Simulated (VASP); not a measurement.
A run of VASP 6.6.1 is set up as follows.

Contents of POSCAR:

```
AlN
1.0
    0.0000000000      1.9690000000      1.9690000000
    1.9690000000      0.0000000000      1.9690000000
    1.9690000000      1.9690000000      0.0000000000
Al N
1 1
Direct
    0.0000000000      0.0000000000      0.0000000000
    0.5000000000      0.5000000000      0.5000000000
```

The input INCAR.step1:

```
ALGO = Normal ; EDIFF = 1E-5
ENCUT = 660 ; GGA = PE
GGA_COMPAT = F ; ISMEAR = 0
LASPH = T ; LCHARG = F
LREAL = F ; LWAVE = T
NBANDS = 11 ; NELM = 120
PREC = Accurate ; SIGMA = 0.01
```

The input INCAR.step2:

```
ALGO = Normal ; EDIFF = 1E-6
ENCUT = 660 ; GGA_COMPAT = F
ISIF = 2 ; ISMEAR = 0
ISTART = 1 ; LASPH = T
LCHARG = F ; LMIXTAU = T
LREAL = F ; LWAVE = F
METAGGA = R2SCAN ; NBANDS = 11
NELM = 120 ; PREC = Accurate
SIGMA = 0.01
```

The input KPOINTS:

```
k-points
0
Gamma
  8 8 8
```

Potentials or basis: VASP PAW PBE potentials, release 64 (Al, N).

Launch:

```bash
$ cat potpaw_PBE.64/Al/POTCAR potpaw_PBE.64/N/POTCAR > POTCAR
$ cp INCAR.step1 INCAR
$ mpirun -np 1 vasp_std > vasp.out
$ cp INCAR.step2 INCAR
$ mpirun -np 1 vasp_std > vasp.out
```

Problem. Estimate the band gap on the k mesh.

Solution. 5.84 eV, indirect (least direct gap 7.76 eV).

Problem. Predict the pressure.

Solution. 23.3 GPa.

Caveat: the PAW data sets were made with another functional, which shifts forces and pressure a little. r2SCAN opens gaps a little over a GGA but as a rule still falls short of measured ones.
